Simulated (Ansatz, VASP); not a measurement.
## Two plane-wave programs on Sc2Re

INCAR

```
  PREC = Accurate
  ENCUT = 600
  EDIFF = 1E-6
  ISMEAR = 0
  SIGMA = 0.1
  LREAL = F
  LASPH = T
  NELM = 60
  ALGO = Fast
  ISIF = 3
  LWAVE = F
  LCHARG = F
  GGA = PE
  IBRION = 2
  NSW = 100
  EDIFFG = -0.01
```

Contents of KPOINTS:

```
regular mesh
0
Gamma
  12 12 16
```

Contents of POSCAR:

```
Sc2Re
1.0
    4.5993212737      0.0000000000      0.0000000000
   -2.2996606369      3.9831290633      0.0000000000
    0.0000000000      0.0000000000      2.9237450722
Sc Re
2 1
Direct
    0.3333333333      0.6666666667      0.5000000000
    0.6666666667      0.3333333333      0.5000000000
    0.0000000000      0.0000000000      0.0000000000
```

Input for Ansatz:

```yaml
crystal:
  lattice:
    - [4.5993212737, 0.0, 0.0]
    - [-2.2996606369, 3.9831290633, 0.0]
    - [0.0, 0.0, 2.9237450722]
  atoms:
    - { symbol: Sc, position: [0.3333333333, 0.6666666667, 0.5] }
    - { symbol: Sc, position: [0.6666666667, 0.3333333333, 0.5] }
    - { symbol: Re, position: [0.0, 0.0, 0.0] }
basis:
  ecutwfc: 420
kpoints:
  mp_grid: { grid: [12, 12, 16] }
hamiltonian:
  xc: pbe
scf:
  occupations: { method: gaussian, width: 0.1 }
output:
  forces: true
  stress: true
  eigenvalues: true
relax:
  adjacent_minimum: "off"
  f_tol: 0.01
  max_steps: 80
  cell: { stress_tol: 0.05 }
```

Alike in both runs: task relaxation of cell and atoms; functional PBE; k mesh 12 × 12 × 16; occupations gaussian, width 0.1 eV; no spin polarisation.

|  | VASP | Ansatz |
| --- | --- | --- |
| version | VASP 6.6.1 | Ansatz 0.2.0 |
| potentials or method | VASP PAW PBE potentials, release 64 (Sc_sv, Re), cutoff 600 eV | scalar-relativistic, plane waves, PAW |
| valence electrons in the cell | 29 | 37 |

Ansatz gave:

```
gap on the k mesh at the Fermi level, each at its own relaxed structure (eV) : none
relaxed volume (Å³/atom)                                                     : 18.32
relaxed cell length with the largest relative difference (Å)                 : 4.756
```

Q: Estimate VASP's values.

A: gap on the k mesh at the Fermi level, each at its own relaxed structure (eV): none; relaxed volume (Å³/atom): 18.31; relaxed cell length with the largest relative difference (Å): 4.754.

A gap of «none» marks a metal or a gap that the smearing closes. VASP's potentials hold 29 valence electrons a cell and Ansatz's 37, so a difference there can come from the potentials and not from the codes.

Neither program's run includes spin-orbit coupling.
